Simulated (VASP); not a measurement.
Runs of VASP 6.6.1 on In. The structure is that of space group I4/mmm (No. 139), or close to it. The cells are those of the table. 

```tsv
cell	further INCAR settings	gap on the mesh (eV)	pressure (GPa)
a = 3.382 Å, angles 123.5, 123.5, 84.1°, 1 atom	ALGO = Fast; EDIFF = 1e-06; NBANDS = 12	none	(b)
a = 3.456 Å, angles 122.9, 122.9, 85.0°, 1 atom	ALGO = Fast; EDIFF = 1e-06; NBANDS = 12	none	-3.1
a = 3.432 Å, angles 123.4, 123.4, 84.1°, 1 atom	ALGO = Fast; EDIFF = 1e-07; NBANDS = 12	none	-2.0
a = 3.409 Å, angles 124.0, 124.0, 83.3°, 1 atom	ALGO = Fast; EDIFF = 1e-07; NBANDS = 12	none	(a)
a = 3.405 Å, angles 122.9, 122.9, 85.0°, 1 atom	ALGO = Fast; EDIFF = 1e-06; NBANDS = 12	none	-1.5
```

Alike in all rows: task single point; level PBEsol; potentials or basis VASP PAW PBE potentials, release 64 (In_d); no spin polarisation; k mesh 20 × 20 × 20; cutoff (eV) 520; smearing gaussian 0.15 eV.

Fill in the values left out.

(a) -1.0; (b) -0.3.

Caveats: the PAW data sets were made with another functional, which shifts forces and pressure a little; spin-orbit coupling is left out, which moves the levels of the heavy elements.

A k mesh can miss the band edges, and the runs leave out spin-orbit coupling on In.

A gap of «none» marks levels without a gap at the run's occupations.
